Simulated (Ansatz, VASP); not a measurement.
Two plane-wave programs on Nb2PdSe4

```
CELL_PARAMETERS angstrom
3.53600 0.00000 0.00000
-1.76800 3.06226 0.00000
0.00000 0.00000 13.52854
ATOMIC_POSITIONS crystal
Nb 0.00000 0.00000 0.25191
Nb 0.00000 0.00000 0.74809
Pd 0.00000 0.00000 0.00000
Se 0.66667 0.33333 0.37381
Se 0.33333 0.66667 0.12832
Se 0.33333 0.66667 0.62619
Se 0.66667 0.33333 0.87168
```

Alike in both runs: functional PBE; k mesh 12 × 12 × 4; occupations gaussian, width 0.1 eV; no spin polarisation.

Ansatz relaxed the structure, and its values are those at the end. VASP's run is a single point on that final structure, the one shown.

|  | VASP | Ansatz |
| --- | --- | --- |
| version | VASP 6.6.1 | Ansatz 0.2.0 |
| potentials or method | VASP PAW PBE potentials, release 64 (Nb_sv, Pd, Se), cutoff 520 eV | scalar-relativistic, plane waves, PAW |
| valence electrons in the cell | 60 | 108 |

```csv
,VASP,Ansatz,Ansatz less VASP
gap on the k mesh at the Fermi level (eV),none,none,-
pressure (GPa),0.0,0.0,+0.04
```

A gap of «none» marks a metal or a gap that the smearing closes. VASP's potentials hold 60 valence electrons a cell and Ansatz's 108, so a difference there can come from the potentials and not from the codes.
